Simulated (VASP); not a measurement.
# AlC2 (Cmme) in VASP: further runs

The runs below take AlC2 through single point, relaxation of cell and atoms, with PBE.

Everything below comes from runs of VASP 6.6.1. Logs are shortened: lines on timing, memory, paths and dates and some standing lists are left out, and cuts for length are marked.

### Step 1. The cell of the first run

Symmetry: Cmme, No. 67, orthorhombic system. The conventional cell has a = 4.182 Å, b = 5.317 Å, c = 6.236 Å, α = 90.00°, β = 90.00°, γ = 90.00°. Within 3.2 Å of Al (site symmetry mm2) lie 10 C at 2.01 to 3.13 Å and 2 Al at 2.94 Å. Within 1.8 Å of C (site symmetry m) lie 2 C at 1.37 to 1.46 Å.

The cell was generated, and may not be a known phase.

### Step 2. Single point, PBE

Input file INCAR:

```
SYSTEM = AlC2
PREC     = Accurate       ! precision mode
ENCUT    = 520            ! plane-wave cutoff, eV
EDIFF    = 1E-6           ! SCF threshold, eV
ISMEAR   = 0              ! smearing method
SIGMA    = 0.1            ! smearing width, eV
LREAL    = .FALSE.        ! projectors in reciprocal space
LASPH    = .TRUE.         ! aspherical terms in the spheres
NELM     = 80             ! most SCF steps
ALGO     = Normal         ! electronic algorithm
ISIF     = 2              ! what is computed and relaxed
LWAVE    = .FALSE.        ! write WAVECAR
LCHARG   = .FALSE.        ! write CHGCAR
GGA      = PE             ! functional
NBANDS   = 20             ! bands
```

Input file KPOINTS:

```
Automatic mesh
0
G
  4 4 4
  0 0 0
```

Input file POSCAR:

```
AlC2
1.0
    2.0907541889     -2.6587005532      0.0000000000
    2.0907541889      2.6587005532      0.0000000000
    0.0000000000      0.0000000000      6.2361844079
Al C
2 4
Direct
    0.2500000000      0.7500000000      0.3337744017
    0.7500000000      0.2500000000      0.6662255983
    0.9141602745      0.4141602745      0.1022055976
    0.5858397255      0.0858397255      0.1022055976
    0.0858397255      0.5858397255      0.8977944024
    0.4141602745      0.9141602745      0.8977944024
```

Potentials or basis: VASP PAW PBE potentials, release 64 (Al, C).

Run with:

```bash
$ cat potpaw_PBE.64/Al/POTCAR potpaw_PBE.64/C/POTCAR > POTCAR
$ mpirun -np 1 vasp_std > vasp.out
```

OUTCAR:

```text
SYSTEM = AlC2
   PREC = Accurate
   ENCUT = 520
   EDIFF = 1E-6
   ISMEAR = 0
   LREAL = .FALSE.
   LASPH = .TRUE.
   NELM = 80
   ISIF = 2
   GGA = PE

 ion  position               nearest neighbor table
   1  0.250  0.750  0.334-   3 2.01   4 2.01   2 2.94   2 2.94
   2  0.750  0.250  0.666-   5 2.01   6 2.01   1 2.94   1 2.94
   3  0.914  0.414  0.102-   4 1.37   5 1.46   1 2.01
   4  0.586  0.086  0.102-   3 1.37   6 1.46   1 2.01
   5  0.086  0.586  0.898-   6 1.37   3 1.46   2 2.01
   6  0.414  0.914  0.898-   5 1.37   4 1.46   2 2.01

  LATTYP: Found a base centered orthorhombic cell.
 ALAT       =     4.1815083778
 B/A-ratio  =     1.2716466466
 C/A-ratio  =     1.4913719750

  Lattice vectors:

 A1 = (   2.0907541889,  -2.6587005532,   0.0000000000)
 A2 = (   2.0907541889,   2.6587005532,   0.0000000000)
 A3 = (   0.0000000000,   0.0000000000,   6.2361844079)

Analysis of symmetry for initial positions (statically):
=====================================================================
 Subroutine PRICEL returns:
 Original cell was already a primitive cell.

 Routine SETGRP: Setting up the symmetry group for a
 base centered orthorhombic supercell.

 Subroutine GETGRP returns: Found  8 space group operations
 (whereof  4 operations were pure point group operations)
 out of a pool of  8 trial point group operations.

The static configuration has the point symmetry C_2h.
 The point group associated with its full space group is D_2h.

Analysis of symmetry for dynamics (positions and initial velocities):
=====================================================================
 Subroutine PRICEL returns:
 Original cell was already a primitive cell.

 Routine SETGRP: Setting up the symmetry group for a
 base centered orthorhombic supercell.

 Subroutine GETGRP returns: Found  8 space group operations
 (whereof  4 operations were pure point group operations)
 out of a pool of  8 trial point group operations.

The dynamic configuration has the point symmetry C_2h.
 The point group associated with its full space group is D_2h.

 Subroutine INISYM returns: Found  8 space group operations
 (whereof  4 operations are pure point group operations),
 and found     1 'primitive' translations

----------------------------------------------------------------------------------------

                                     Primitive cell

  volume of cell :      69.3300

  direct lattice vectors                    reciprocal lattice vectors
     2.090754189 -2.658700553  0.000000000     0.239148152 -0.188061796  0.000000000
     2.090754189  2.658700553  0.000000000     0.239148152  0.188061796  0.000000000
     0.000000000  0.000000000  6.236184408     0.000000000  0.000000000  0.160354463

  length of vectors
     3.382298288  3.382298288  6.236184408     0.304235234  0.304235234  0.160354463

  position of ions in fractional coordinates (direct lattice)
     0.250000000  0.750000000  0.333774402
     0.750000000  0.250000000  0.666225598
     0.914160274  0.414160274  0.102205598
     0.585839726  0.085839726  0.102205598
     0.085839726  0.585839726  0.897794402
     0.414160274  0.914160274  0.897794402

  ion indices of the primitive-cell ions
   primitive index   ion index
                 1           1
                 2           2
                 3           3
                 4           4
                 5           5
                 6           6

----------------------------------------------------------------------------------------

 KPOINTS: Automatic mesh

Automatic generation of k-mesh.
 Grid dimensions read from file:
 generate k-points for:    4    4    4

 Generating k-lattice:

  Cartesian coordinates                     Fractional coordinates (reciprocal lattice)
     0.059787038 -0.047015449  0.000000000     0.250000000  0.000000000  0.000000000
     0.059787038  0.047015449  0.000000000     0.000000000  0.250000000  0.000000000
     0.000000000  0.000000000  0.040088616     0.000000000  0.000000000  0.250000000

  Length of vectors
     0.076058808  0.076058808  0.040088616

  Shift w.r.t. Gamma in fractional coordinates (k-lattice)
     0.000000000  0.000000000  0.000000000

 Subroutine IBZKPT returns following result:
 ===========================================

 Found     21 irreducible k-points:

 Following reciprocal coordinates:
            Coordinates               Weight
  0.000000  0.000000  0.000000      1.000000
  0.250000  0.000000  0.000000      4.000000
  0.500000  0.000000  0.000000      2.000000
  0.250000  0.250000  0.000000      2.000000
  0.500000  0.250000  0.000000      4.000000
 -0.250000  0.250000  0.000000      2.000000
[... 13 lines left out ...]
 -0.250000  0.250000  0.500000      2.000000
  0.500000  0.500000  0.500000      1.000000
   k-points           NKPTS =     21   k-points in BZ     NKDIM =     21   number of bands    NBANDS=     20
   number of dos      NEDOS =    301   number of ions     NIONS =      6
   total plane-waves  NPLWV =  37632
   dimension x,y,z NGX =    28 NGY =   28 NGZ =   48
   dimension x,y,z NGXF=    56 NGYF=   56 NGZF=   96
   ions per type =               2   4
   NGX,Y,Z   is equivalent  to a cutoff of  13.76, 13.76, 12.80 a.u.
   NGXF,Y,Z  is equivalent  to a cutoff of  27.52, 27.52, 25.59 a.u.
 SYSTEM =  AlC2
   PREC   = accura    normal or accurate (medium, high low for compatibility)
   ISTART =      0    job   : 0-new  1-cont  2-samecut
   ICHARG =      2    charge: 1-file 2-atom 10-const
   ISPIN  =      1    spin polarized calculation?
   LNONCOLLINEAR =      F non collinear calculations
   LSORBIT =      F    spin-orbit coupling
   LASPH  =      T    aspherical Exc in radial PAW
   ENCUT  =  520.0 eV  38.22 Ry    6.18 a.u.   6.29  6.29 11.60*2*pi/ulx,y,z
   NELM   =     80;   NELMIN=  2; NELMDL= -5     # of ELM steps
   EDIFF  = 0.1E-05   stopping-criterion for ELM
   LREAL  =      F    real-space projection
   EDIFFG = 0.1E-04   stopping-criterion for IOM
   NSW    =      0    number of steps for IOM
   IBRION =     -1    ionic relax: 0-MD 1-quasi-New 2-CG
   NFREE  =      0    steps in history (QN), initial steepest desc. (CG)
   ISIF   =      2    stress and relaxation
   ISYM   =      2    0-nonsym 1-usesym 2-fastsym
   POTIM  = 0.5000    time-step for ionic-motion
   TEBEG  =    0.0;   TEEND  =   0.0 temperature during run
   PSTRESS=    0.0 pullay stress
   NELECT =      22.0000    total number of electrons
   NUPDOWN=      -1.0000    fix difference up-down
   EMIN   =  10.00;   EMAX   =-10.00  energy-range for DOS
   EFERMI =   0.00;   METHOD = LEGACY
   ISMEAR =     0;   SIGMA  =   0.10  broadening in eV -4-tet -1-fermi 0-gaus
   EFERMI_NEDOS =   21; number of points for ismear=-14 and -15
   IALGO  =     38    algorithm
   IMIX   =      4    mixing-type and parameters
     AMIX     =   0.40;   BMIX     =  1.00
     AMIX_MAG =   1.60;   BMIX_MAG =  1.00
  volume/ion in A,a.u.               =      11.56        77.98
  Fermi-wavevector in a.u.,A,eV,Ry     =   1.116628  2.110121 16.964542  1.246859
  Thomas-Fermi vector in A             =   2.253244
   LORBIT       =      0    0 simple, 1 ext, 2 COOP (PROOUT), +10 PAW based schemes
   GGA     = PE    functional components
   LHFCALC =     F    Hartree Fock is set to
   AEXX    =    0.0000 exact exchange contribution
   IVDW    =     0    specifies the selected vdW correction
   LEPSILON=     F    determine dielectric tensor
   LRPA    =     F    only Hartree local field effects (RPA)
 non-spin polarized calculation
 Gauss-broadening in eV      SIGMA  =   0.10
  energy-cutoff  :      520.00
  volume of cell :       69.33
 maximum number of plane-waves:      1888
 NGX is ok and might be reduce to    28
   NGX = 13   NGY = 13   NGZ = 23

 number of electron      21.9999999 magnetization

 Free energy of the ion-electron system (eV)
  ---------------------------------------------------
  ext. energy  EPLUGINS =         0.00000000
  ---------------------------------------------------
  free energy    TOTEN  =       -40.32797591 eV

  energy without entropy =      -40.32161054  energy(sigma->0) =      -40.32479323

 E-fermi :   5.4164     XC(G=0): -10.3952

 val. band max:        5.3616607142   @ k =   0.2500   0.2500   0.0000
 cond. band min:       5.4495052585   @ k =   0.5000   0.5000   0.2500
 fundamental gap:      0.0878445443
 Fermi energy:         5.4164086302

 k-point     1 :       0.0000    0.0000    0.0000
  band No.  band energies     occupation
      1     -11.5920      2.00000
      2      -6.8315      2.00000
      3      -4.1280      2.00000
      4      -2.4737      2.00000
      5      -2.3648      2.00000
      6       0.1027      2.00000
[... 12 lines left out ...]
     19      13.4789      0.00000
     20      14.2086      0.00000

 k-point     2 :       0.2500    0.0000    0.0000
  band No.  band energies     occupation
      1     -11.0354      2.00000
      2      -7.5866      2.00000
      3      -4.4438      2.00000
      4      -1.9391      2.00000
      5      -0.7478      2.00000
      6      -0.6938      2.00000
[... 12 lines left out ...]
     19      13.8334      0.00000
     20      14.7559      0.00000

 k-point     3 :       0.5000    0.0000    0.0000
  band No.  band energies     occupation
      1      -9.4992      2.00000
      2      -9.4992      2.00000
      3      -3.1824      2.00000
      4      -3.1824      2.00000
      5       0.5465      2.00000
      6       0.5465      2.00000
[... 12 lines left out ...]
     19      14.9128      0.00000
     20      14.9128      0.00000

 k-point     4 :       0.2500    0.2500    0.0000
  band No.  band energies     occupation
      1     -10.0725      2.00000
      2      -8.7898      2.00000
      3      -3.6313      2.00000
      4      -2.5731      2.00000
      5      -0.2139      2.00000
      6       0.0555      2.00000
[... 12 lines left out ...]
     19      14.8305      0.00000
     20      14.9813      0.00000

 k-point     5 :       0.5000    0.2500    0.0000
  band No.  band energies     occupation
      1     -10.0328      2.00000
      2      -8.1820      2.00000
      3      -4.0818      2.00000
      4      -1.9854      2.00000
      5      -0.8325      2.00000
      6      -0.4861      2.00000
[... 12 lines left out ...]
     19      14.2411      0.00000
     20      14.5334      0.00000
[... 284 lines left out ...]
      6       0.7645      2.00000
[... 12 lines left out ...]
     19      15.6199      0.00000
     20      17.1726      0.00000

 k-point    19 :       0.5000    0.2500    0.5000
  band No.  band energies     occupation
      1     -10.0243      2.00000
      2      -8.1765      2.00000
      3      -4.1650      2.00000
      4      -2.1135      2.00000
      5      -0.8355      2.00000
      6      -0.6471      2.00000
[... 12 lines left out ...]
     19      15.4758      0.00000
     20      15.5238      0.00000

 k-point    20 :      -0.2500    0.2500    0.5000
  band No.  band energies     occupation
      1     -10.9371      2.00000
      2      -6.7460      2.00000
      3      -4.8224      2.00000
      4      -2.7200      2.00000
      5      -0.9910      2.00000
      6       0.3030      2.00000
[... 12 lines left out ...]
     19      14.6773      0.00000
     20      15.3108      0.00000

 k-point    21 :       0.5000    0.5000    0.5000
  band No.  band energies     occupation
      1     -10.1042      2.00000
      2      -6.6524      2.00000
      3      -5.3750      2.00000
      4      -1.7435      2.00000
      5      -1.5697      2.00000
      6      -0.9503      2.00000
[... 12 lines left out ...]
     19      15.4126      0.00000
     20      16.1663      0.00000

------------------------ aborting loop because EDIFF is reached ----------------------------------------

  FORCE on cell =-STRESS in cart. coord.  units (eV):
  Direction    XX          YY          ZZ          XY          YZ          ZX
  --------------------------------------------------------------------------------------
  -------------------------------------------------------------------------------------
  Total        0.1908280     -0.0021320      0.0929316      0.0000000     -0.0000000      0.0000000
  in kB        4.4099254     -0.0492703      2.1475955      0.0000000     -0.0000000      0.0000000
  external PRESSURE =       2.1694169 kB  Pullay stress =       0.0000000 kB

 VOLUME and BASIS-vectors are now :
 -----------------------------------------------------------------------------
  energy-cutoff  :      520.00
  volume of cell :       69.33
      direct lattice vectors                 reciprocal lattice vectors
     2.090754189 -2.658700553  0.000000000     0.239148152 -0.188061796  0.000000000
     2.090754189  2.658700553  0.000000000     0.239148152  0.188061796  0.000000000
     0.000000000  0.000000000  6.236184408     0.000000000  0.000000000  0.160354463

 POSITION                                       TOTAL-FORCE (eV/Angst)
 -----------------------------------------------------------------------------------
      2.09075      1.32935      2.08148        -0.000000      0.000000      0.002227
      2.09075     -1.32935      4.15471        -0.000000      0.000000     -0.002227
      2.77719     -1.32935      0.63737         0.026442      0.000000      0.037629
      1.40432     -1.32935      0.63737        -0.026442      0.000000      0.037629
      1.40432      1.32935      5.59881        -0.026442      0.000000     -0.037629
      2.77719      1.32935      5.59881         0.026442      0.000000     -0.037629
 -----------------------------------------------------------------------------------
    total drift:                               -0.000000      0.000000     -0.000000

  FREE ENERGIE OF THE ION-ELECTRON SYSTEM (eV)
  ---------------------------------------------------
  free  energy   TOTEN  =       -40.3279759108 eV

  energy  without entropy=      -40.3216105396  energy(sigma->0) =      -40.32479323
```

It took 39 s on 1 thread of Intel Xeon 8259CL, shared host; peak memory 0.18 GiB.

What came out:

```
Free energy            : -40.3280 eV
Pressure               : 0.2 GPa
Largest force          : 0.046 eV/Å
Band gap on the k mesh : zero (bands 11 and 12 overlap by 1.98 eV)
```

Forces in eV/Å, atoms in the order of the input:
```
Al   0.000  0.000  0.002
Al   0.000  0.000 -0.002
C    0.026  0.000  0.038
C   -0.026  0.000  0.038
C   -0.026  0.000 -0.038
C    0.026  0.000 -0.038
```

Caveat: the k points lie up to 0.48 Å⁻¹ apart, too coarse for converged energies and pressures of a metal.

(Continued in part 2 of 2.)

The gap in the log of VASP goes by the Fermi energy; the results here count the filled bands.